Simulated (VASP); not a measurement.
Wanted: the native input for a VASP 6.6.1 run.

| Quantity | Value |
| --- | --- |
| Task | density of states |
| Functional | PBE |
| Potentials or basis | VASP PAW PBE potentials, release 64 (Si, Ni) |
| Cutoff | 520 eV |
| k mesh | 14 × 14 × 14 |
| Occupations | gaussian, width 0.1 eV |
| Spin | no spin polarisation |
| Dipole correction | no |
| k mesh for the DOS | 21 × 21 × 21 |
| Occupations for the DOS | tetrahedron |
| Further INCAR settings | ALGO = Normal; EDIFF = 1e-07; NBANDS = 16 |

Crystal: Si2Ni.

```
Si Ni
1.0
     0.00000    2.72343    2.72343
     2.72343    0.00000    2.72343
     2.72343    2.72343    0.00000
Si Ni
2 1
Direct
  0.25000 0.25000 0.25000
  0.75000 0.75000 0.75000
  0.00000 0.00000 0.00000
```

The input as run:

POSCAR

```
Si2Ni
1.0
    0.0000000000      2.7234320615      2.7234320615
    2.7234320615      0.0000000000      2.7234320615
    2.7234320615      2.7234320615      0.0000000000
Si Ni
2 1
Direct
    0.2500000000      0.2500000000      0.2500000000
    0.7500000000      0.7500000000      0.7500000000
    0.0000000000      0.0000000000      0.0000000000
```

INCAR.step1

```
ALGO     = Normal         # electronic algorithm
EDIFF    = 1E-7           # SCF threshold, eV
ENCUT    = 520            # plane-wave cutoff, eV
GGA      = PE             # functional
ISIF     = 2              # what is computed and relaxed
ISMEAR   = 0              # smearing method
LASPH    = T              # aspherical terms in the spheres
LCHARG   = T              # write CHGCAR
LMAXMIX  = 4              # l up to which the mixer works
LREAL    = F              # projectors in reciprocal space
LWAVE    = F              # write WAVECAR
NBANDS   = 16             # bands
NELM     = 80             # most SCF steps
PREC     = Accurate       # precision mode
SIGMA    = 0.1            # smearing width, eV
```

KPOINTS.step1

```
k-points
0
Gamma
  14 14 14
```

INCAR.step2

```
ALGO     = Normal         # electronic algorithm
EDIFF    = 1E-7           # SCF threshold, eV
ENCUT    = 520            # plane-wave cutoff, eV
GGA      = PE             # functional
ICHARG   = 11             # starting density
ISIF     = 2              # what is computed and relaxed
ISMEAR   = -5             # smearing method
LASPH    = T              # aspherical terms in the spheres
LCHARG   = F              # write CHGCAR
LMAXMIX  = 4              # l up to which the mixer works
LORBIT   = 10             # projections on sites
LREAL    = F              # projectors in reciprocal space
LWAVE    = F              # write WAVECAR
NBANDS   = 16             # bands
NEDOS    = 1001           # points of the DOS
NELM     = 80             # most SCF steps
PREC     = Accurate       # precision mode
SIGMA    = 0.1            # smearing width, eV
```

KPOINTS.step2

```
k-points
0
Gamma
  21 21 21
```

Potentials or basis: VASP PAW PBE potentials, release 64 (Si, Ni).

Launch:

```sh
$ cat potpaw_PBE.64/Si/POTCAR potpaw_PBE.64/Ni/POTCAR > POTCAR
$ cp INCAR.step1 INCAR
$ cp KPOINTS.step1 KPOINTS
$ mpirun -np 1 vasp_std > vasp.out
$ cp INCAR.step2 INCAR
$ cp KPOINTS.step2 KPOINTS
$ mpirun -np 1 vasp_std > vasp.out
```

Results of the run:

```json
{
 "Valence electrons inside the program's atomic spheres": "Si 1.57; Ni 9.75"
}
```

It took 100 s on 1 thread of AMD EPYC 9R45 96-Core Processor (Zen 5), with other jobs on the host, peak memory 0.27 GiB.
